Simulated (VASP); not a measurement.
Input of a VASP 6.6.1 run:

File POSCAR:

```
MoS2
1.0
    3.1488734175      0.0000000000      0.0000000000
   -1.5744367087      2.7270043728      0.0000000000
    0.0000000000      0.0000000000      6.6888564931
Mo S
1 2
Direct
    0.0000000000      0.0000000000      0.0000000000
    0.3333333333      0.6666666667      0.2343339917
    0.3333333333      0.6666666667      0.7656660083
```

INCAR.step1

```
ALGO = Normal
EDIFF = 1E-4
ENCUT = 600
GGA = PE
ISMEAR = -1
LASPH = T
LCHARG = F
LREAL = F
LWAVE = T
NELM = 100
PREC = Accurate
SIGMA = 0.02
```

File INCAR.step2:

```
ALGO = Normal
BPARAM = 11.95
CPARAM = 0.0093
EDIFF = 1E-7
EDIFFG = -0.005
ENCUT = 600
IBRION = 2
ISIF = 3
ISMEAR = -1
ISTART = 1
IVDW_NL = 2
LASPH = T
LCHARG = F
LMIXTAU = T
LREAL = F
LUSE_VDW = T
LWAVE = F
METAGGA = R2SCAN
NELM = 100
NSW = 80
PREC = Accurate
SIGMA = 0.02
```

File KPOINTS:

```
k-points
0
Gamma
  12 12 4
```

Potentials or basis: VASP PAW PBE potentials, release 64 (Mo_sv, S).

Run with:

```bash
$ cat potpaw_PBE.64/Mo_sv/POTCAR potpaw_PBE.64/S/POTCAR > POTCAR
$ cp INCAR.step1 INCAR
$ mpirun -np 1 vasp_std > vasp.out
$ cp INCAR.step2 INCAR
$ mpirun -np 1 vasp_std > vasp.out
```

Problem. Estimate the space group after relaxing (to 0.1 Å).

Solution. P-6m2 (No. 187).

Problem. What does it give for the relaxed cell?

Solution. a = 3.173 Å, b = 3.173 Å, c = 6.801 Å, α = 90.00°, β = 90.00°, γ = 120.00°.

Final structure:
```
CELL_PARAMETERS angstrom
3.17334 0.00000 0.00000
-1.58667 2.74820 0.00000
0.00000 0.00000 6.80083
ATOMIC_POSITIONS crystal
Mo 0.00000 0.00000 0.00000
S 0.33333 0.66667 0.22883
S 0.33333 0.66667 0.77117
```
